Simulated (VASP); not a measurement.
# GaAs (Pa-3) in VASP: single point with PBE

Aim: the single point of GaAs with PBE.

Program: VASP 6.6.1. These are calculated values, not measurements. Logs are shortened: lines on timing, memory, paths and dates and some standing lists are left out, and cuts for length are marked.

## 1. The cell of the first run

The structure is cubic, space group Pa-3 (No. 205). The conventional cell has a = 7.046 Å, b = 7.046 Å, c = 7.046 Å, α = 90.00°, β = 90.00°, γ = 90.00°. Within 3.2 Å of Ga (site symmetry 3) lie 4 As at 2.45 to 2.54 Å. Within 3.2 Å of As (site symmetry 3) lie 4 Ga at 2.45 to 2.54 Å.

## 2. Single point, PBE

File INCAR:

```
ALGO     = Normal         # electronic algorithm
EDIFF    = 1E-7           # SCF threshold, eV
ENCUT    = 520            # plane-wave cutoff, eV
GGA      = PE             # functional
ISIF     = 2              # what is computed and relaxed
ISMEAR   = 0              # smearing method
LASPH    = True           # aspherical terms in the spheres
LCHARG   = False          # write CHGCAR
LREAL    = Auto         
LWAVE    = False          # write WAVECAR
NBANDS   = 86             # bands
NELM     = 80             # most SCF steps
PREC     = Accurate       # precision mode
SIGMA    = 0.1            # smearing width, eV
```

File KPOINTS:

```
k-points
0
Gamma
  6 6 6
```

File POSCAR:

```
GaAs
1.0
    7.0461617738      0.0000000000      0.0000000000
    0.0000000000      7.0461617738      0.0000000000
    0.0000000000      0.0000000000      7.0461617738
Ga As
8 8
Direct
    0.3410087811      0.3410087811      0.3410087811
    0.1589912189      0.6589912189      0.8410087811
    0.8410087811      0.1589912189      0.6589912189
    0.6589912189      0.8410087811      0.1589912189
    0.6589912189      0.6589912189      0.6589912189
    0.8410087811      0.3410087811      0.1589912189
    0.1589912189      0.8410087811      0.3410087811
    0.3410087811      0.1589912189      0.8410087811
    0.1403179854      0.1403179854      0.1403179854
    0.3596820146      0.8596820146      0.6403179854
    0.6403179854      0.3596820146      0.8596820146
    0.8596820146      0.6403179854      0.3596820146
    0.8596820146      0.8596820146      0.8596820146
    0.6403179854      0.1403179854      0.3596820146
    0.3596820146      0.6403179854      0.1403179854
    0.1403179854      0.3596820146      0.6403179854
```

Potentials or basis: VASP PAW PBE potentials, release 64 (Ga_d, As).

Run with:

```console
$ cat potpaw_PBE.64/Ga_d/POTCAR potpaw_PBE.64/As/POTCAR > POTCAR
$ mpirun -np 1 vasp_std > vasp.out
```

OUTCAR:

```text
EDIFF = 1E-7
   ENCUT = 520
   GGA = PE
   ISIF = 2
   ISMEAR = 0
   LASPH = True
   LREAL = Auto
   NELM = 80
   PREC = Accurate

 ion  position               nearest neighbor table
   1  0.341  0.341  0.341-   9 2.45  14 2.54  15 2.54  16 2.54
   2  0.159  0.659  0.841-  10 2.45  13 2.54  15 2.54  16 2.54
   3  0.841  0.159  0.659-  11 2.45  13 2.54  14 2.54  16 2.54
   4  0.659  0.841  0.159-  12 2.45  13 2.54  14 2.54  15 2.54
   5  0.659  0.659  0.659-  13 2.45  11 2.54  12 2.54  10 2.54
   6  0.841  0.341  0.159-  14 2.45  11 2.54  12 2.54   9 2.54
[... 8 lines left out ...]
  15  0.360  0.640  0.140-   7 2.45   2 2.54   4 2.54   1 2.54
  16  0.140  0.360  0.640-   8 2.45   2 2.54   3 2.54   1 2.54

  LATTYP: Found a simple cubic cell.
 ALAT       =     7.0461617738

  Lattice vectors:

 A1 = (   7.0461617738,   0.0000000000,   0.0000000000)
 A2 = (   0.0000000000,   7.0461617738,   0.0000000000)
 A3 = (   0.0000000000,   0.0000000000,   7.0461617738)

Analysis of symmetry for initial positions (statically):
=====================================================================
 Subroutine PRICEL returns:
 Original cell was already a primitive cell.

 Routine SETGRP: Setting up the symmetry group for a
 simple cubic supercell.

 Subroutine GETGRP returns: Found 24 space group operations
 (whereof  6 operations were pure point group operations)
 out of a pool of 48 trial point group operations.

The static configuration has the point symmetry S_6 .
 The point group associated with its full space group is T_h .

Analysis of symmetry for dynamics (positions and initial velocities):
=====================================================================
 Subroutine PRICEL returns:
 Original cell was already a primitive cell.

 Routine SETGRP: Setting up the symmetry group for a
 simple cubic supercell.

 Subroutine GETGRP returns: Found 24 space group operations
 (whereof  6 operations were pure point group operations)
 out of a pool of 48 trial point group operations.

The dynamic configuration has the point symmetry S_6 .
 The point group associated with its full space group is T_h .

 Subroutine INISYM returns: Found 24 space group operations
 (whereof  6 operations are pure point group operations),
 and found     1 'primitive' translations

----------------------------------------------------------------------------------------

                                     Primitive cell

  volume of cell :     349.8306

  direct lattice vectors                    reciprocal lattice vectors
     7.046161774  0.000000000  0.000000000     0.141921238  0.000000000  0.000000000
     0.000000000  7.046161774  0.000000000     0.000000000  0.141921238  0.000000000
     0.000000000  0.000000000  7.046161774     0.000000000  0.000000000  0.141921238

  length of vectors
     7.046161774  7.046161774  7.046161774     0.141921238  0.141921238  0.141921238

  position of ions in fractional coordinates (direct lattice)
     0.341008781  0.341008781  0.341008781
     0.158991219  0.658991219  0.841008781
     0.841008781  0.158991219  0.658991219
     0.658991219  0.841008781  0.158991219
     0.658991219  0.658991219  0.658991219
     0.841008781  0.341008781  0.158991219
[... 8 lines left out ...]
     0.359682015  0.640317985  0.140317985
     0.140317985  0.359682015  0.640317985

  ion indices of the primitive-cell ions
   primitive index   ion index
                 1           1
                 2           2
                 3           3
                 4           4
                 5           5
                 6           6
[... 8 lines left out ...]
                15          15
                16          16

----------------------------------------------------------------------------------------

 KPOINTS: k-points

Automatic generation of k-mesh.
 Grid dimensions read from file:
 generate k-points for:    6    6    6

 Generating k-lattice:

  Cartesian coordinates                     Fractional coordinates (reciprocal lattice)
     0.023653540  0.000000000  0.000000000     0.166666667  0.000000000  0.000000000
     0.000000000  0.023653540  0.000000000     0.000000000  0.166666667  0.000000000
     0.000000000  0.000000000  0.023653540     0.000000000  0.000000000  0.166666667

  Length of vectors
     0.023653540  0.023653540  0.023653540

  Shift w.r.t. Gamma in fractional coordinates (k-lattice)
     0.000000000  0.000000000  0.000000000

 Subroutine IBZKPT returns following result:
 ===========================================

 Found     24 irreducible k-points:

 Following reciprocal coordinates:
            Coordinates               Weight
  0.000000  0.000000  0.000000      1.000000
  0.166667  0.000000  0.000000      6.000000
  0.333333  0.000000  0.000000      6.000000
  0.500000  0.000000  0.000000      3.000000
  0.166667  0.166667  0.000000     12.000000
  0.333333  0.166667  0.000000     12.000000
[... 16 lines left out ...]
  0.500000  0.500000  0.333333      6.000000
  0.500000  0.500000  0.500000      1.000000
   k-points           NKPTS =     24   k-points in BZ     NKDIM =     24   number of bands    NBANDS=     86
   number of dos      NEDOS =    301   number of ions     NIONS =     16
   total plane-waves  NPLWV = 157464
   dimension x,y,z NGX =    54 NGY =   54 NGZ =   54
   dimension x,y,z NGXF=   108 NGYF=  108 NGZF=  108
   ions per type =               8   8
   NGX,Y,Z   is equivalent  to a cutoff of  12.74, 12.74, 12.74 a.u.
   NGXF,Y,Z  is equivalent  to a cutoff of  25.48, 25.48, 25.48 a.u.
 SYSTEM =  unknown system
   PREC   = accura    normal or accurate (medium, high low for compatibility)
   ISTART =      0    job   : 0-new  1-cont  2-samecut
   ICHARG =      2    charge: 1-file 2-atom 10-const
   ISPIN  =      1    spin polarized calculation?
   LNONCOLLINEAR =      F non collinear calculations
   LSORBIT =      F    spin-orbit coupling
   LASPH  =      T    aspherical Exc in radial PAW
   ENCUT  =  520.0 eV  38.22 Ry    6.18 a.u.  13.10 13.10 13.10*2*pi/ulx,y,z
   NELM   =     80;   NELMIN=  2; NELMDL= -5     # of ELM steps
   EDIFF  = 0.1E-06   stopping-criterion for ELM
   LREAL  =      T    real-space projection
   EDIFFG = 0.1E-05   stopping-criterion for IOM
   NSW    =      0    number of steps for IOM
   IBRION =     -1    ionic relax: 0-MD 1-quasi-New 2-CG
   NFREE  =      0    steps in history (QN), initial steepest desc. (CG)
   ISIF   =      2    stress and relaxation
   ISYM   =      2    0-nonsym 1-usesym 2-fastsym
   POTIM  = 0.5000    time-step for ionic-motion
   TEBEG  =    0.0;   TEEND  =   0.0 temperature during run
   PSTRESS=    0.0 pullay stress
   NELECT =     144.0000    total number of electrons
   NUPDOWN=      -1.0000    fix difference up-down
   EMIN   =  10.00;   EMAX   =-10.00  energy-range for DOS
   EFERMI =   0.00;   METHOD = LEGACY
   ISMEAR =     0;   SIGMA  =   0.10  broadening in eV -4-tet -1-fermi 0-gaus
   EFERMI_NEDOS =   21; number of points for ismear=-14 and -15
   IALGO  =     38    algorithm
   IMIX   =      4    mixing-type and parameters
     AMIX     =   0.40;   BMIX     =  1.00
     AMIX_MAG =   1.60;   BMIX_MAG =  1.00
  volume/ion in A,a.u.               =      21.86       147.55
  Fermi-wavevector in a.u.,A,eV,Ry     =   1.217801  2.301311 20.177980  1.483040
  Thomas-Fermi vector in A             =   2.353109
   LORBIT       =      0    0 simple, 1 ext, 2 COOP (PROOUT), +10 PAW based schemes
   GGA     = PE    functional components
   LHFCALC =     F    Hartree Fock is set to
   AEXX    =    0.0000 exact exchange contribution
   IVDW    =     0    specifies the selected vdW correction
   LEPSILON=     F    determine dielectric tensor
   LRPA    =     F    only Hartree local field effects (RPA)
 non-spin polarized calculation
 Gauss-broadening in eV      SIGMA  =   0.10
  energy-cutoff  :      520.00
  volume of cell :      349.83
 maximum number of plane-waves:      9476
 NGX is ok and might be reduce to    54
   NGX = 27   NGY = 27   NGZ = 27

 number of electron     143.9999933 magnetization

 Free energy of the ion-electron system (eV)
  ---------------------------------------------------
  ext. energy  EPLUGINS =         0.00000000
  ---------------------------------------------------
  free energy    TOTEN  =       -63.90604944 eV

  energy without entropy =      -63.90428894  energy(sigma->0) =      -63.90516919

 E-fermi :   4.5170     XC(G=0):  -9.9150

 val. band max:        4.4993319457   @ k =   0.0000   0.0000   0.0000
 cond. band min:       4.6169085561   @ k =   0.5000   0.0000   0.0000
 fundamental gap:      0.1175766104
 Fermi energy:         4.5169618274

 k-point     1 :       0.0000    0.0000    0.0000
  band No.  band energies     occupation
      1     -10.6833      2.00000
      2     -10.6766      2.00000
      3     -10.6766      2.00000
      4     -10.6766      2.00000
      5     -10.6371      2.00000
      6     -10.6371      2.00000
[... 76 lines left out ...]
     83       8.0270      0.00000
     84       8.0328      0.00000

 k-point     2 :       0.1667    0.0000    0.0000
  band No.  band energies     occupation
      1     -10.6848      2.00000
      2     -10.6782      2.00000
      3     -10.6752      2.00000
      4     -10.6733      2.00000
      5     -10.6418      2.00000
      6     -10.6407      2.00000
[... 1903 lines left out ...]
     83       7.8920      0.00000
     84       7.8920      0.00000

 k-point    24 :       0.5000    0.5000    0.5000
  band No.  band energies     occupation
      1     -10.6650      2.00000
      2     -10.6650      2.00000
      3     -10.6650      2.00000
      4     -10.6650      2.00000
      5     -10.6565      2.00000
      6     -10.6565      2.00000
[... 76 lines left out ...]
     83       8.1422      0.00000
     84       8.1520      0.00000
 [bands above 84 left out]

------------------------ aborting loop because EDIFF is reached ----------------------------------------

  FORCE on cell =-STRESS in cart. coord.  units (eV):
  Direction    XX          YY          ZZ          XY          YZ          ZX
  --------------------------------------------------------------------------------------
  -------------------------------------------------------------------------------------
  Total        0.4474380      0.4474380      0.4474380      0.0000000     -0.0000000     -0.0000000
  in kB        2.0492062      2.0492062      2.0492062      0.0000000     -0.0000000     -0.0000000
  external PRESSURE =       2.0492062 kB  Pullay stress =       0.0000000 kB

 VOLUME and BASIS-vectors are now :
 -----------------------------------------------------------------------------
  energy-cutoff  :      520.00
  volume of cell :      349.83
      direct lattice vectors                 reciprocal lattice vectors
     7.046161774  0.000000000  0.000000000     0.141921238  0.000000000  0.000000000
     0.000000000  7.046161774  0.000000000     0.000000000  0.141921238  0.000000000
     0.000000000  0.000000000  7.046161774     0.000000000  0.000000000  0.141921238

 POSITION                                       TOTAL-FORCE (eV/Angst)
 -----------------------------------------------------------------------------------
      2.40280      2.40280      2.40280         0.003848      0.003848      0.003848
      1.12028      4.64336      5.92588        -0.003848     -0.003848      0.003848
      5.92588      1.12028      4.64336         0.003848     -0.003848     -0.003848
      4.64336      5.92588      1.12028        -0.003848      0.003848     -0.003848
      4.64336      4.64336      4.64336        -0.003848     -0.003848     -0.003848
      5.92588      2.40280      1.12028         0.003848      0.003848     -0.003848
[... 8 lines left out ...]
      2.53438      4.51178      0.98870         0.006536     -0.006536     -0.006536
      0.98870      2.53438      4.51178        -0.006536      0.006536     -0.006536
 -----------------------------------------------------------------------------------
    total drift:                                0.000000      0.000000      0.000000

  FREE ENERGIE OF THE ION-ELECTRON SYSTEM (eV)
  ---------------------------------------------------
  free  energy   TOTEN  =       -63.9060494396 eV

  energy  without entropy=      -63.9042889428  energy(sigma->0) =      -63.90516919
```

It took 8.1 min on 1 thread of Intel Xeon 6975P-C (Granite Rapids), shared host; peak memory 0.65 GiB.

What came out:

```yaml
Free_energy: -63.9060 eV
Pressure: 0.2 GPa
Largest_force: 0.011 eV/Å
Band_gap_on_the_k_mesh: zero (filled and empty bands touch)
```

Forces in eV/Å, atoms in the order of the input:
```
Ga   0.004  0.004  0.004
Ga  -0.004 -0.004  0.004
Ga   0.004 -0.004 -0.004
Ga  -0.004  0.004 -0.004
Ga  -0.004 -0.004 -0.004
Ga   0.004  0.004 -0.004
Ga  -0.004  0.004  0.004
Ga   0.004 -0.004  0.004
As  -0.007 -0.007 -0.007
As   0.007  0.007 -0.007
As  -0.007  0.007  0.007
As   0.007 -0.007  0.007
As   0.007  0.007  0.007
As  -0.007 -0.007  0.007
As   0.007 -0.007 -0.007
As  -0.007  0.007 -0.007
```
